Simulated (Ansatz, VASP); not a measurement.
# Two plane-wave programs on W3C

```
W C
1.0
     2.73176    0.00000    0.00000
    -0.91059    2.57552    0.00000
     0.00000    0.00000   21.31585
W C
3 1
Direct
  0.50000 0.50000 0.18765
  0.00000 0.00000 0.28889
  0.50000 0.50000 0.39013
  0.00000 0.00000 0.55104
```

Alike in both runs: task single point; functional PBEsol; k mesh 10 × 10 × 1; occupations gaussian, width 0.1 eV; no spin polarisation.

|  | VASP | Ansatz |
| --- | --- | --- |
| version | VASP 6.6.1 | Ansatz 0.2.0 |
| potentials or method | VASP PAW PBE potentials, release 64 (W_sv, C), cutoff 520 eV | scalar-relativistic, plane waves, PAW |
| valence electrons in the cell | 46 | 46 |

|  | VASP | Ansatz | Ansatz less VASP |
| --- | --- | --- | --- |
| gap on the k mesh at the Fermi level (eV) | none | none | - |
| rms of the force components (eV/Å) | 0.366 | 0.358 | -0.0086 |

VASP's potentials were made for PBE, not for PBEsol. Atom by atom the forces differ by 0.016 eV/Å (rms over components). A gap of «none» marks a metal or a gap that the smearing closes. With one functional, cell and mesh, what is left measures potentials, basis and numerics.

Neither program's run includes spin-orbit coupling.
